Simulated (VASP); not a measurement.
# Ga in VASP: settings compared

Aim: see how the results for Ga move with the level of theory and the settings. Levels: BLYP+D3(BJ), BLYP, PBE, LDA, PBEsol. Tasks: single point.

Program: VASP 6.6.1. These are calculated values, not measurements. Logs are shortened: lines on timing, memory, paths and dates and some standing lists are left out, and cuts for length are marked.

## 1. The cell of the first run

The typed cell holds 2 atoms: a = 4.308 Å, b = 4.308 Å, c = 3.224 Å, α = 90.00°, β = 90.00°, γ = 140.97°.

## 2. Single point, BLYP+D3(BJ)

INCAR reads:

```
AGGAC    = 1.0          
AGGAX    = 1.0          
ALDAC    = 0.0          
ALDAX    = 1.0          
ALGO     = Normal         # electronic algorithm
EDIFF    = 1E-6           # SCF threshold, eV
ENCUT    = 520            # plane-wave cutoff, eV
GGA      = B5             # functional
ISIF     = 2              # what is computed and relaxed
ISMEAR   = -1             # smearing method
IVDW     = 12             # dispersion correction
LASPH    = T              # aspherical terms in the spheres
LCHARG   = T              # write CHGCAR
LELF     = T              # ELF
LREAL    = F              # projectors in reciprocal space
LVHAR    = T            
LWAVE    = F              # write WAVECAR
NBANDS   = 20             # bands
NELM     = 100            # most SCF steps
PREC     = Accurate       # precision mode
SIGMA    = 0.05           # smearing width, eV
VDW_A1   = 0.4298       
VDW_A2   = 4.2359       
VDW_S6   = 1.0          
VDW_S8   = 2.6996
```

KPOINTS reads:

```
k-points
0
Gamma
  10 10 8
```

POSCAR reads:

```
Ga
1.0
    1.4388225404     -4.0608271420      0.0264005338
    1.4388225404      4.0608271420      0.0264005338
   -0.0586219725      0.0000000000      3.2233746976
Ga
2
Direct
    0.1348289437      0.8651710563      0.7500000000
    0.8651710563      0.1348289437      0.2500000000
```

Potentials or basis: VASP PAW PBE potentials, release 64 (Ga_d).

Launch:

```sh
cat potpaw_PBE.64/Ga_d/POTCAR > POTCAR
mpirun -np 1 vasp_std > vasp.out
```

OUTCAR:

```text
EDIFF = 1E-6
   ENCUT = 520
   GGA = B5
   ISIF = 2
   ISMEAR = -1
   IVDW = 12
   LASPH = T
   LREAL = F
   NELM = 100
   PREC = Accurate
 IVDW          = 12

 ion  position               nearest neighbor table
   1  0.135  0.865  0.750-   2 2.72   2 2.72   2 2.86   2 2.86   2 2.86   2 2.86
   2  0.865  0.135  0.250-   1 2.72   1 2.72   1 2.86   1 2.86   1 2.86   1 2.86

  LATTYP: Found a base centered monoclinic cell.
 ALAT       =     2.8781294557
 B/A-ratio  =     2.8218516259
 C/A-ratio  =     1.1201399270
 COS(beta)  =    -0.0001621320

  Lattice vectors:

 A1 = (  -1.4388225404,   4.0608271420,  -0.0264005338)
 A2 = (  -1.4388225404,  -4.0608271420,  -0.0264005338)
 A3 = (  -0.0586219725,   0.0000000000,   3.2233746976)

Analysis of symmetry for initial positions (statically):
=====================================================================
 Subroutine PRICEL returns:
 Original cell was already a primitive cell.

 Routine SETGRP: Setting up the symmetry group for a
 base centered monoclinic supercell.

 Subroutine GETGRP returns: Found  4 space group operations
 (whereof  2 operations were pure point group operations)
 out of a pool of  4 trial point group operations.

The static configuration has the point symmetry S_2 .
 The point group associated with its full space group is C_2h.

Analysis of symmetry for dynamics (positions and initial velocities):
=====================================================================
 Subroutine PRICEL returns:
 Original cell was already a primitive cell.

 Routine SETGRP: Setting up the symmetry group for a
 base centered monoclinic supercell.

 Subroutine GETGRP returns: Found  4 space group operations
 (whereof  2 operations were pure point group operations)
 out of a pool of  4 trial point group operations.

The dynamic configuration has the point symmetry S_2 .
 The point group associated with its full space group is C_2h.

 Subroutine INISYM returns: Found  4 space group operations
 (whereof  2 operations are pure point group operations),
 and found     1 'primitive' translations

----------------------------------------------------------------------------------------

                                     Primitive cell

  volume of cell :      37.6797

[... 80 lines left out ...]
   ISTART =      0    job   : 0-new  1-cont  2-samecut
   ICHARG =      2    charge: 1-file 2-atom 10-const
   ISPIN  =      1    spin polarized calculation?
   LNONCOLLINEAR =      F non collinear calculations
   LSORBIT =      F    spin-orbit coupling
   LASPH  =      T    aspherical Exc in radial PAW
   ENCUT  =  520.0 eV  38.22 Ry    6.18 a.u.   8.01  8.01  5.99*2*pi/ulx,y,z
   NELM   =    100;   NELMIN=  2; NELMDL= -5     # of ELM steps
   EDIFF  = 0.1E-05   stopping-criterion for ELM
   LREAL  =      F    real-space projection
   EDIFFG = 0.1E-04   stopping-criterion for IOM
   NSW    =      0    number of steps for IOM
   IBRION =     -1    ionic relax: 0-MD 1-quasi-New 2-CG
   NFREE  =      0    steps in history (QN), initial steepest desc. (CG)
   ISIF   =      2    stress and relaxation
   ISYM   =      2    0-nonsym 1-usesym 2-fastsym
   POTIM  = 0.5000    time-step for ionic-motion
   TEBEG  =    0.0;   TEEND  =   0.0 temperature during run
   PSTRESS=    0.0 pullay stress
   NELECT =      26.0000    total number of electrons
   NUPDOWN=      -1.0000    fix difference up-down
   EMIN   =  10.00;   EMAX   =-10.00  energy-range for DOS
   EFERMI =   0.00;   METHOD = LEGACY
   ISMEAR =    -1;   SIGMA  =   0.05  broadening in eV -4-tet -1-fermi 0-gaus
   EFERMI_NEDOS =   21; number of points for ismear=-14 and -15
   IALGO  =     38    algorithm
   IMIX   =      4    mixing-type and parameters
     AMIX     =   0.40;   BMIX     =  1.00
     AMIX_MAG =   1.60;   BMIX_MAG =  1.00
  volume/ion in A,a.u.               =      18.84       127.14
  Fermi-wavevector in a.u.,A,eV,Ry     =   1.446650  2.733772 28.474221  2.092796
  Thomas-Fermi vector in A             =   2.564694
   LORBIT       =      0    0 simple, 1 ext, 2 COOP (PROOUT), +10 PAW based schemes
   GGA     = B5    functional components
   LHFCALC =     F    Hartree Fock is set to
   AEXX    =    0.0000 exact exchange contribution
   IVDW    =    12    specifies the selected vdW correction
   LEPSILON=     F    determine dielectric tensor
   LRPA    =     F    only Hartree local field effects (RPA)
 non-spin polarized calculation
  energy-cutoff  :      520.00
  volume of cell :       37.68
 maximum number of plane-waves:      1040
   NGX = 17   NGY = 17   NGZ = 11

 number of electron      26.0000011 magnetization

 Free energy of the ion-electron system (eV)
  ---------------------------------------------------
  ext. energy  EPLUGINS =         0.00000000
  ---------------------------------------------------
  free energy    TOTEN  =        -4.20464676 eV

  energy without entropy =       -4.20079334  energy(sigma->0) =       -4.20272005

 E-fermi :   5.9701     XC(G=0): -10.4054

 val. band max:        5.9538224261   @ k =  -0.1000   0.1000   0.0000
 cond. band min:       6.0026386254   @ k =  -0.1000  -0.2000   0.1250
 fundamental gap:      0.0488161992
 Fermi energy:         5.9700803583

 k-point     1 :       0.0000    0.0000    0.0000
  band No.  band energies     occupation
      1      -9.2567      2.00000
      2      -9.2417      2.00000
      3      -9.1723      2.00000
      4      -9.1710      2.00000
      5      -8.9709      2.00000
      6      -8.9623      2.00000
[... 541 lines left out ...]
     19      15.8351      0.00000
     20      17.8953      0.00000

 [... further k-points ...]

------------------------ aborting loop because EDIFF is reached ----------------------------------------

 Edisp (eV)   -1.44110

 E8    (eV) :    -1.0945

  FORCE on cell =-STRESS in cart. coord.  units (eV):
  Direction    XX          YY          ZZ          XY          YZ          ZX
  --------------------------------------------------------------------------------------
  -------------------------------------------------------------------------------------
  Total       0.00080     0.00887     0.00234     0.00000     0.00000    -0.00101
  in kB       0.03390     0.37715     0.09946     0.00000     0.00000    -0.04286
  external pressure =        0.17 kB  Pullay stress =        0.00 kB

 VOLUME and BASIS-vectors are now :
 -----------------------------------------------------------------------------
  energy-cutoff  :      520.00
  volume of cell :       37.68
      direct lattice vectors                 reciprocal lattice vectors
     1.438822540 -4.060827142  0.026400534     0.347390447 -0.123127625  0.006317824
     1.438822540  4.060827142  0.026400534     0.347390447  0.123127625  0.006317824
    -0.058621973  0.000000000  3.223374698    -0.005690492  0.000000000  0.310130378

 POSITION                                       TOTAL-FORCE (eV/Angst)
 -----------------------------------------------------------------------------------
      1.39486      2.96579      2.44393        -0.000000     -0.001068     -0.000000
      1.42417     -2.96579      0.83224         0.000000      0.001068      0.000000
 -----------------------------------------------------------------------------------
    total drift:                                0.000000      0.000000     -0.000000

  FREE ENERGIE OF THE ION-ELECTRON SYSTEM (eV)
  ---------------------------------------------------
  free  energy   TOTEN  =        -5.6457451634 eV

  energy  without entropy=       -5.6418917388  energy(sigma->0) =       -5.64381845
```

OSZICAR:

```text
N       E                     dE             d eps       ncg     rms          rms(c)
DAV:   1     0.135133957753E+03    0.13513E+03   -0.13270E+04  9540   0.247E+03
DAV:   2     0.763842589102E+01   -0.12750E+03   -0.12438E+03  9352   0.387E+02
DAV:   3    -0.405877628860E+01   -0.11697E+02   -0.11638E+02 10240   0.961E+01
DAV:   4    -0.423903260307E+01   -0.18026E+00   -0.18016E+00 10352   0.131E+01
DAV:   5    -0.424207174312E+01   -0.30391E-02   -0.30390E-02 10328   0.167E+00    0.132E+00
DAV:   6    -0.420635777374E+01    0.35714E-01   -0.91552E-02 12152   0.494E+00    0.646E-01
DAV:   7    -0.420431323978E+01    0.20445E-02   -0.16371E-02 12204   0.170E+00    0.201E-01
DAV:   8    -0.420462156721E+01   -0.30833E-03   -0.29757E-03  9516   0.690E-01    0.272E-02
DAV:   9    -0.420464696222E+01   -0.25395E-04   -0.17592E-04 10056   0.151E-01    0.885E-03
DAV:  10    -0.420464693324E+01    0.28983E-07   -0.11560E-05 10348   0.331E-02    0.146E-03
DAV:  11    -0.420464676039E+01    0.17285E-06   -0.76559E-07  6580   0.118E-02
   1 F= -.56457452E+01 E0= -.56438185E+01  d E =-.385342E-02
```

Run time: 89 s. Hardware: 1 thread of Intel Xeon 6975P-C, shared host; peak memory 0.28 GiB.

Results:

| Item | Value |
| --- | --- |
| Free energy | -5.6457 eV |
| Pressure | 0.0 GPa |
| Band gap on the k mesh | zero (band 13 reaches 10.60 eV, above the bottom of band 14 at 1.97 eV) |
| Dispersion energy per atom | -0.721 eV |

Caveat: the PAW data sets were made with another functional, which shifts forces and pressure a little; pairwise dispersion overbinds metals, which lowers pressure and volume.

(Continued in part 2 of 4.)
